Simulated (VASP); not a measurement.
# Mo (I4/mmm) in VASP: further runs, part 2 of 2

VASP 6.6.1.

**3. Single point, PBEsol (strain +0.000 along x and y, +0.050 along z)**

INCAR reads:

```
SYSTEM = Mo
PREC     = Accurate       ! precision mode
ENCUT    = 520            ! plane-wave cutoff, eV
EDIFF    = 1E-6           ! SCF threshold, eV
ISMEAR   = 0              ! smearing method
SIGMA    = 0.15           ! smearing width, eV
LREAL    = .False.        ! projectors in reciprocal space
LASPH    = .True.         ! aspherical terms in the spheres
NELM     = 80             ! most SCF steps
ALGO     = Fast           ! electronic algorithm
ISIF     = 2              ! what is computed and relaxed
LWAVE    = .False.        ! write WAVECAR
LCHARG   = .True.         ! write CHGCAR
GGA      = PS             ! functional
LELF     = .True.         ! ELF
LVHAR    = .True.       
NBANDS   = 13             ! bands
```

KPOINTS reads:

```
Automatic mesh
0
Gamma
  26 26 26
  0 0 0
```

POSCAR reads:

```
Mo
1.0
   -1.5646534271      1.5646534271      1.6428860985
    1.5646534271     -1.5646534271      1.6428860985
    1.5646534271      1.5646534271     -1.6428860985
Mo
1
Direct
    0.0000000000      0.0000000000      0.0000000000
```

Potentials or basis: VASP PAW PBE potentials, release 64 (Mo_sv).

Run with:

```sh
cat potpaw_PBE.64/Mo_sv/POTCAR > POTCAR
mpirun -np 1 vasp_std > vasp.out
```

OUTCAR:

```text
SYSTEM = Mo
   PREC = Accurate
   ENCUT = 520
   EDIFF = 1E-6
   ISMEAR = 0
   LREAL = .False.
   LASPH = .True.
   NELM = 80
   ISIF = 2
   GGA = PS

 ion  position               nearest neighbor table
   1  0.000  0.000  0.000-

  LATTYP: Found a body centered tetragonal cell.
 ALAT       =     3.1293068542
 C/A-ratio  =     1.0500000000

  Lattice vectors:

 A1 = (  -1.5646534271,   1.5646534271,   1.6428860985)
 A2 = (   1.5646534271,  -1.5646534271,   1.6428860985)
 A3 = (   1.5646534271,   1.5646534271,  -1.6428860985)

Analysis of symmetry for initial positions (statically):
=====================================================================
 Subroutine PRICEL returns:
 Original cell was already a primitive cell.

 Routine SETGRP: Setting up the symmetry group for a
 body centered tetragonal supercell.

 Subroutine GETGRP returns: Found 16 space group operations
 (whereof 16 operations were pure point group operations)
 out of a pool of 16 trial point group operations.

The static configuration has the point symmetry D_4h.

Analysis of symmetry for dynamics (positions and initial velocities):
=====================================================================
 Subroutine PRICEL returns:
 Original cell was already a primitive cell.

 Routine SETGRP: Setting up the symmetry group for a
 body centered tetragonal supercell.

 Subroutine GETGRP returns: Found 16 space group operations
 (whereof 16 operations were pure point group operations)
 out of a pool of 16 trial point group operations.

The dynamic configuration has the point symmetry D_4h.

 Subroutine INISYM returns: Found 16 space group operations
 (whereof 16 operations are pure point group operations),
 and found     1 'primitive' translations

----------------------------------------------------------------------------------------

                                     Primitive cell

  volume of cell :      16.0881

  direct lattice vectors                    reciprocal lattice vectors
    -1.564653427  1.564653427  1.642886099     0.000000000  0.319559585  0.304342462
     1.564653427 -1.564653427  1.642886099     0.319559585  0.000000000  0.304342462
     1.564653427  1.564653427 -1.642886099     0.319559585  0.319559585  0.000000000

  length of vectors
     2.755967240  2.755967240  2.755967240     0.441296570  0.441296570  0.451925499

  position of ions in fractional coordinates (direct lattice)
     0.000000000  0.000000000  0.000000000

  ion indices of the primitive-cell ions
   primitive index   ion index
                 1           1

----------------------------------------------------------------------------------------

 KPOINTS: Automatic mesh

Automatic generation of k-mesh.
 Grid dimensions read from file:
 generate k-points for:   26   26   26

 Generating k-lattice:

  Cartesian coordinates                     Fractional coordinates (reciprocal lattice)
     0.000000000  0.012290753  0.011705479     0.038461538  0.000000000  0.000000000
     0.012290753  0.000000000  0.011705479     0.000000000  0.038461538  0.000000000
     0.012290753  0.012290753  0.000000000     0.000000000  0.000000000  0.038461538

  Length of vectors
     0.016972945  0.016972945  0.017381750

  Shift w.r.t. Gamma in fractional coordinates (k-lattice)
     0.000000000  0.000000000  0.000000000

 Subroutine IBZKPT returns following result:
 ===========================================

 Found   1330 irreducible k-points:

 Following reciprocal coordinates:
            Coordinates               Weight
  0.000000  0.000000  0.000000      1.000000
  0.038462 -0.000000  0.000000      8.000000
  0.076923 -0.000000  0.000000      8.000000
  0.115385 -0.000000  0.000000      8.000000
  0.153846 -0.000000  0.000000      8.000000
  0.192308 -0.000000  0.000000      8.000000
[... 16 lines left out ...]
  0.346154  0.038462  0.000000     16.000000
  0.384615  0.038462  0.000000     16.000000
 [... further k-points ...]
   k-points           NKPTS =   1330   k-points in BZ     NKDIM =   1330   number of bands    NBANDS=     13
   number of dos      NEDOS =    301   number of ions     NIONS =      1
   total plane-waves  NPLWV =   8000
   dimension x,y,z NGX =    20 NGY =   20 NGZ =   20
   dimension x,y,z NGXF=    40 NGYF=   40 NGZF=   40
   ions per type =               1
   NGX,Y,Z   is equivalent  to a cutoff of  12.06, 12.06, 12.06 a.u.
   NGXF,Y,Z  is equivalent  to a cutoff of  24.13, 24.13, 24.13 a.u.
 SYSTEM =  Mo
   PREC   = accura    normal or accurate (medium, high low for compatibility)
   ISTART =      0    job   : 0-new  1-cont  2-samecut
   ICHARG =      2    charge: 1-file 2-atom 10-const
   ISPIN  =      1    spin polarized calculation?
   LNONCOLLINEAR =      F non collinear calculations
   LSORBIT =      F    spin-orbit coupling
   LASPH  =      T    aspherical Exc in radial PAW
   ENCUT  =  520.0 eV  38.22 Ry    6.18 a.u.   5.12  5.12  5.12*2*pi/ulx,y,z
   NELM   =     80;   NELMIN=  2; NELMDL= -5     # of ELM steps
   EDIFF  = 0.1E-05   stopping-criterion for ELM
   LREAL  =      F    real-space projection
   EDIFFG = 0.1E-04   stopping-criterion for IOM
   NSW    =      0    number of steps for IOM
   IBRION =     -1    ionic relax: 0-MD 1-quasi-New 2-CG
   NFREE  =      0    steps in history (QN), initial steepest desc. (CG)
   ISIF   =      2    stress and relaxation
   ISYM   =      2    0-nonsym 1-usesym 2-fastsym
   POTIM  = 0.5000    time-step for ionic-motion
   TEBEG  =    0.0;   TEEND  =   0.0 temperature during run
   PSTRESS=    0.0 pullay stress
   NELECT =      14.0000    total number of electrons
   NUPDOWN=      -1.0000    fix difference up-down
   EMIN   =  10.00;   EMAX   =-10.00  energy-range for DOS
   EFERMI =   0.00;   METHOD = LEGACY
   ISMEAR =     0;   SIGMA  =   0.15  broadening in eV -4-tet -1-fermi 0-gaus
   EFERMI_NEDOS =   21; number of points for ismear=-14 and -15
   IALGO  =     68    algorithm
   IMIX   =      4    mixing-type and parameters
     AMIX     =   0.40;   BMIX     =  1.00
     AMIX_MAG =   1.60;   BMIX_MAG =  1.00
  volume/ion in A,a.u.               =      16.09       108.57
  Fermi-wavevector in a.u.,A,eV,Ry     =   1.562966  2.953578 33.237174  2.442863
  Thomas-Fermi vector in A             =   2.665807
   LORBIT       =      0    0 simple, 1 ext, 2 COOP (PROOUT), +10 PAW based schemes
   GGA     = PS    functional components
   LHFCALC =     F    Hartree Fock is set to
   AEXX    =    0.0000 exact exchange contribution
   IVDW    =     0    specifies the selected vdW correction
   LEPSILON=     F    determine dielectric tensor
   LRPA    =     F    only Hartree local field effects (RPA)
 non-spin polarized calculation
 RMM-DIIS sequential band-by-band and
 Gauss-broadening in eV      SIGMA  =   0.15
  energy-cutoff  :      520.00
  volume of cell :       16.09
 maximum number of plane-waves:       452
   NGX = 11   NGY = 11   NGZ = 11

 number of electron      14.0000001 magnetization

 Free energy of the ion-electron system (eV)
  ---------------------------------------------------
  ext. energy  EPLUGINS =         0.00000000
  ---------------------------------------------------
  free energy    TOTEN  =       -11.73166821 eV

  energy without entropy =      -11.72452891  energy(sigma->0) =      -11.72809856

 E-fermi :  11.9959     XC(G=0): -13.3663

 val. band max:       11.9949973421   @ k =  -0.1923   0.0385  -0.0000
 cond. band min:      11.9964147070   @ k =  -0.1154  -0.1154   0.0385
 fundamental gap:      0.0014173649
 Fermi energy:        11.9959223749

 k-point     1 :       0.0000    0.0000    0.0000
  band No.  band energies     occupation
      1     -49.1823      2.00000
      2     -22.5412      2.00000
      3     -22.5291      2.00000
      4     -22.5291      2.00000
      5       4.8202      2.00000
      6      10.5449      2.00000
      7      10.5449      2.00000
      8      11.0641      2.00000
      9      13.2453      0.00000
     10      13.9070      0.00000
     11      26.2046      0.00000
     12      27.0986      0.00000
     13      27.0986      0.00000
[... 353 lines left out ...]
 k-point    24 :       0.3846    0.0385    0.0000
  band No.  band energies     occupation
      1     -48.9685      2.00000
      2     -23.7139      2.00000
      3     -22.8929      2.00000
      4     -22.5419      2.00000
      5       7.0116      2.00000
      6       9.0847      2.00000
      7      12.1797      0.08319
      8      13.2901      0.00000
      9      14.1777      0.00000
     10      15.8668      0.00000
     11      23.9765      0.00000
     12      24.7332      0.00000
     13      30.3654      0.00000

 [... further k-points ...]
[... 5 lines left out ...]
  --------------------------------------------------------------------------------------
  -------------------------------------------------------------------------------------
  Total       -0.6989738     -0.6989738     -2.0564652      0.0000000     -0.0000000     -0.0000000
  in kB      -69.6093708    -69.6093708   -204.7991648      0.0000000     -0.0000000     -0.0000000
  external PRESSURE =    -114.6726354 kB  Pullay stress =       0.0000000 kB

 VOLUME and BASIS-vectors are now :
 -----------------------------------------------------------------------------
  energy-cutoff  :      520.00
  volume of cell :       16.09
      direct lattice vectors                 reciprocal lattice vectors
    -1.564653427  1.564653427  1.642886099     0.000000000  0.319559585  0.304342462
     1.564653427 -1.564653427  1.642886099     0.319559585  0.000000000  0.304342462
     1.564653427  1.564653427 -1.642886099     0.319559585  0.319559585  0.000000000

 POSITION                                       TOTAL-FORCE (eV/Angst)
 -----------------------------------------------------------------------------------
      0.00000      0.00000      0.00000        -0.000000      0.000000      0.000000
 -----------------------------------------------------------------------------------
    total drift:                                0.000000      0.000000      0.000000

  FREE ENERGIE OF THE ION-ELECTRON SYSTEM (eV)
  ---------------------------------------------------
  free  energy   TOTEN  =       -11.7316682101 eV

  energy  without entropy=      -11.7245289085  energy(sigma->0) =      -11.72809856
```

It took 87 s on 1 thread of Intel Xeon 6975P-C (Granite Rapids), shared host; peak memory 0.35 GiB.

Results:

| Item | Value |
| --- | --- |
| Free energy | -11.7317 eV |
| Pressure | -11.5 GPa |
| Band gap on the k mesh | zero (band 7 reaches 15.75 eV, above the bottom of band 8 at 10.99 eV) |

Caveat: the cell differs from its parent crystal (strain +0.000 along x and y, +0.050 along z); the PAW data sets were made with another functional, which shifts forces and pressure a little.

**4. Single point, PBEsol (strain +0.025 along x and y, +0.000 along z)**

INCAR reads:

```
ALGO     = Fast           # electronic algorithm
EDIFF    = 1E-6           # SCF threshold, eV
ENCUT    = 520            # plane-wave cutoff, eV
GGA      = PS             # functional
ISIF     = 2              # what is computed and relaxed
ISMEAR   = 0              # smearing method
LASPH    = T              # aspherical terms in the spheres
LCHARG   = F              # write CHGCAR
LREAL    = F              # projectors in reciprocal space
LWAVE    = F              # write WAVECAR
NBANDS   = 13             # bands
NELM     = 60             # most SCF steps
PREC     = Accurate       # precision mode
SIGMA    = 0.15           # smearing width, eV
```

KPOINTS reads:

```
k-points
0
Gamma
  26 26 26
```

POSCAR reads:

```
Mo
1.0
   -1.6037697628      1.6037697628      1.5646534271
    1.6037697628     -1.6037697628      1.5646534271
    1.6037697628      1.6037697628     -1.5646534271
Mo
1
Direct
    0.0000000000      0.0000000000      0.0000000000
```

Run with:

```sh
cat potpaw_PBE.64/Mo_sv/POTCAR > POTCAR
mpirun -np 1 vasp_std > vasp.out
```

Wall time 90 s (1 thread of Intel Xeon 6975P-C (Granite Rapids), shared host); peak memory 0.35 GiB.

The run converged. Its results:

```yaml
Free_energy: -11.7475 eV
Pressure: -11.8 GPa
Band_gap_on_the_k_mesh: zero (band 7 reaches 15.82 eV, above the bottom of band 8 at 10.74 eV)
```

Stress tensor (GPa, compression positive):
```
-14.27   0.00   0.00
  0.00 -14.27   0.00
  0.00   0.00  -6.92
```

Levels at points of the mesh, in eV from the Fermi level:
```tsv
k point	band 5	band 6	band 7	band 8	band 9	band 10
(0.00, 0.00, 0.00)	-7.17	-1.48	-1.20	-1.20	1.42	1.78
(0.50, 0.00, 0.00)	-5.17	-3.35	1.58	1.69	2.35	4.60
(0.50, 0.50, 0.00)	-5.14	-3.06	1.39	1.39	2.12	4.55
(0.50, 0.50, 0.50)	-5.26	-5.20	3.83	3.83	3.92	8.60
```

Caveat: the cell differs from its parent crystal (strain +0.025 along x and y, +0.000 along z); the PAW data sets were made with another functional, which shifts forces and pressure a little.

**5. Single point, PBEsol (strain +0.050 along x and y, +0.000 along z)**

INCAR reads:

```
SYSTEM = Mo
  PREC = Accurate
  ENCUT = 520
  EDIFF = 1E-7
  ISMEAR = 0
  SIGMA = 0.15
  LREAL = .FALSE.
  LASPH = .TRUE.
  NELM = 60
  ALGO = Fast
  ISIF = 2
  LWAVE = .FALSE.
  LCHARG = .TRUE.
  GGA = PS
  LELF = .TRUE.
  LVHAR = .TRUE.
  NBANDS = 13
```

KPOINTS reads:

```
Automatic mesh
0
G
  26 26 26
  0 0 0
```

POSCAR reads:

```
Mo
1.0
   -1.6428860985      1.6428860985      1.5646534271
    1.6428860985     -1.6428860985      1.5646534271
    1.6428860985      1.6428860985     -1.5646534271
Mo
1
Direct
    0.0000000000      0.0000000000      0.0000000000
```

Potentials or basis: VASP PAW PBE potentials, release 64 (Mo_sv).

Run with:

```sh
cat potpaw_PBE.64/Mo_sv/POTCAR > POTCAR
mpirun -np 1 vasp_std > vasp.out
```

OUTCAR:

```text
SYSTEM = Mo
   PREC = Accurate
   ENCUT = 520
   EDIFF = 1E-7
   ISMEAR = 0
   LREAL = .FALSE.
   LASPH = .TRUE.
   NELM = 60
   ISIF = 2
   GGA = PS

 ion  position               nearest neighbor table
   1  0.000  0.000  0.000-

  LATTYP: Found a body centered tetragonal cell.
 ALAT       =     3.2857721970
 C/A-ratio  =     0.9523809524

  Lattice vectors:

 A1 = (  -1.6428860985,   1.6428860985,   1.5646534271)
 A2 = (   1.6428860985,  -1.6428860985,   1.5646534271)
 A3 = (   1.6428860985,   1.6428860985,  -1.5646534271)

Analysis of symmetry for initial positions (statically):
=====================================================================
 Subroutine PRICEL returns:
 Original cell was already a primitive cell.

 Routine SETGRP: Setting up the symmetry group for a
 body centered tetragonal supercell.

 Subroutine GETGRP returns: Found 16 space group operations
 (whereof 16 operations were pure point group operations)
 out of a pool of 16 trial point group operations.

The static configuration has the point symmetry D_4h.

[... 163 lines left out ...]
 cond. band min:      11.2452552670   @ k =  -0.2692  -0.3462   0.2692
 fundamental gap:      0.0070297712
 Fermi energy:        11.2397493618

 k-point     1 :       0.0000    0.0000    0.0000
  band No.  band energies     occupation
      1     -49.9411      2.00000
      2     -23.3942      2.00000
      3     -23.3942      2.00000
      4     -23.3706      2.00000
      5       4.2450      2.00000
      6       9.7022      2.00000
      7      10.2252      2.00000
      8      10.2252      2.00000
      9      12.4090      0.00000
     10      13.0670      0.00000
     11      25.6595      0.00000
     12      25.6595      0.00000
     13      26.5714      0.00000
[... 354 lines left out ...]
  band No.  band energies     occupation
      1     -49.7598      2.00000
      2     -24.3875      2.00000
      3     -23.7319      2.00000
      4     -23.4157      2.00000
      5       6.4991      2.00000
      6       8.1775      2.00000
      7      11.5263      0.00689
      8      12.8340      0.00000
      9      13.5400      0.00000
     10      14.8467      0.00000
     11      23.0182      0.00000
     12      23.5665      0.00000
     13      28.3252      0.00000

 [... further k-points ...]
[... 5 lines left out ...]
  --------------------------------------------------------------------------------------
  -------------------------------------------------------------------------------------
  Total       -2.7099160     -2.7099160     -1.3739306      0.0000000      0.0000000      0.0000000
  in kB     -257.0238077   -257.0238077   -130.3113724      0.0000000      0.0000000      0.0000000
  external PRESSURE =    -214.7863293 kB  Pullay stress =       0.0000000 kB

 VOLUME and BASIS-vectors are now :
 -----------------------------------------------------------------------------
  energy-cutoff  :      520.00
  volume of cell :       16.89
      direct lattice vectors                 reciprocal lattice vectors
    -1.642886099  1.642886099  1.564653427     0.000000000  0.304342462  0.319559585
     1.642886099 -1.642886099  1.564653427     0.304342462  0.000000000  0.319559585
     1.642886099  1.642886099 -1.564653427     0.304342462  0.304342462  0.000000000

 POSITION                                       TOTAL-FORCE (eV/Angst)
 -----------------------------------------------------------------------------------
      0.00000      0.00000      0.00000         0.000000      0.000000      0.000000
 -----------------------------------------------------------------------------------
    total drift:                                0.000000      0.000000     -0.000000

  FREE ENERGIE OF THE ION-ELECTRON SYSTEM (eV)
  ---------------------------------------------------
  free  energy   TOTEN  =       -11.6471483403 eV

  energy  without entropy=      -11.6394854805  energy(sigma->0) =      -11.64331691
```

stdout:

```text
POSCAR found type information on POSCAR Mo
 POSCAR found :  1 types and       1 ions
 scaLAPACK will be used
 -----------------------------------------------------------------------------
|                                                                             |
|                                                                             |
|     You enforced a specific xc type in the INCAR file but a different       |
|     I HOPE YOU KNOW WHAT YOU ARE DOING!                                     |
|                                                                             |
 -----------------------------------------------------------------------------

 LDA part: xc-table for (Slater+PW92), standard interpolation
 POSCAR, INCAR and KPOINTS ok, starting setup
 FFT: planning ... GRIDC
 FFT: planning ... GRID_SOFT
 FFT: planning ... GRID
 WAVECAR not read
 entering main loop
```

Run time: 1.7 min. Hardware: 1 thread of Intel Xeon 6975P-C (Granite Rapids), shared host; peak memory 0.37 GiB.

Results:

```
Free energy            : -11.6471 eV
Pressure               : -21.5 GPa
Band gap on the k mesh : zero (band 7 reaches 14.79 eV, above the bottom of band 8 at 10.13 eV)
```

Stress tensor (GPa, compression positive):
```
-25.70   0.00   0.00
  0.00 -25.70   0.00
  0.00   0.00 -13.03
```

Caveat: the cell differs from its parent crystal (strain +0.050 along x and y, +0.000 along z); the PAW data sets were made with another functional, which shifts forces and pressure a little.

**6. The runs side by side**

| cell | further INCAR settings | gap on the mesh (eV) | pressure (GPa) |
| --- | --- | --- | --- |
| a = 2.733 Å, angles 108.1, 108.1, 112.1°, 1 atom | ALGO = Fast; EDIFF = 1e-07; NBANDS = 13 | none | -5.5 |
| a = 2.756 Å, angles 110.8, 110.8, 106.8°, 1 atom | ALGO = Fast; EDIFF = 1e-06; NBANDS = 13 | none | -11.5 |
| a = 2.755 Å, angles 108.8, 108.8, 110.8°, 1 atom | ALGO = Fast; EDIFF = 1e-06; NBANDS = 13 | none | -11.8 |
| a = 2.801 Å, angles 108.2, 108.2, 112.1°, 1 atom | ALGO = Fast; EDIFF = 1e-07; NBANDS = 13 | none | -21.5 |

Alike in all rows: task single point; level PBEsol; potentials or basis VASP PAW PBE potentials, release 64 (Mo_sv); no spin polarisation; k mesh 26 × 26 × 26; cutoff (eV) 520; smearing gaussian 0.15 eV.

Caveats: the PAW data sets were made with another functional, which shifts forces and pressure a little.

Total energies depend on the potentials used, so only differences within one code and one set of settings carry meaning.
